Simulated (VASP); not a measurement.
Write the native input for VASP 6.6.1 that does the following.

```
Task                   : single point
Functional             : PBE
Potentials or basis    : VASP PAW PBE potentials, release 64 (Sr_sv, Hf_pv, W_sv)
Cutoff                 : 520 eV
k mesh                 : 6 × 6 × 2
Occupations            : gaussian, width 0.1 eV
Spin                   : no spin polarisation
Dipole correction      : no
Further INCAR settings : ALGO = Fast; EDIFF = 1e-06; NBANDS = 35
```

The structure of Sr2Hf2W lies in POSCAR:

```
Sr2Hf2W
1.0
    3.4191804101      0.0000000026      0.0000000000
   -1.7095902073      2.9610970940      0.0000000000
    0.0000000000      0.0000000000     13.6775569294
Sr Hf W
2 2 1
Direct
    0.0000000000      0.0000000000      0.0137305109
    0.3333333333      0.6666666667      0.7392604668
    0.0000000000      0.0000000000      0.3421709819
    0.6666666667      0.3333333333      0.5214336233
    0.3333333333      0.6666666667      0.2014014072
```

The cell was generated, and may not be a known phase.

These files were run (other wordings do the same):

INCAR

```
SYSTEM = Sr2Hf2W
ALGO     = Fast           ! electronic algorithm
EDIFF    = 1E-6           ! SCF threshold, eV
ENCUT    = 520            ! plane-wave cutoff, eV
GGA      = PE             ! functional
ISIF     = 2              ! what is computed and relaxed
ISMEAR   = 0              ! smearing method
LASPH    = .TRUE.         ! aspherical terms in the spheres
LCHARG   = .FALSE.        ! write CHGCAR
LREAL    = .FALSE.        ! projectors in reciprocal space
LWAVE    = .FALSE.        ! write WAVECAR
NBANDS   = 35             ! bands
NELM     = 80             ! most SCF steps
PREC     = Accurate       ! precision mode
SIGMA    = 0.1            ! smearing width, eV
```

KPOINTS

```
k-points
0
G
  6 6 2
  0 0 0
```

Potentials or basis: VASP PAW PBE potentials, release 64 (Sr_sv, Hf_pv, W_sv).

Command:

```bash
$ cat potpaw_PBE.64/Sr_sv/POTCAR potpaw_PBE.64/Hf_pv/POTCAR potpaw_PBE.64/W_sv/POTCAR > POTCAR
$ mpirun -np 1 vasp_std > vasp.out
```

Results of the run:

| Property | Result |
| --- | --- |
| Pressure | -0.2 GPa |
| Largest force | 0.063 eV/Å |
| Band gap on the k mesh | zero (bands 27 and 28 overlap by 0.17 eV) |

Caveat: spin-orbit coupling is left out, which moves the levels of the heavy elements.

It took 2.5 min on 1 thread of Oxide Virtual Turin-like Processor (shared host), peak memory 0.28 GiB.
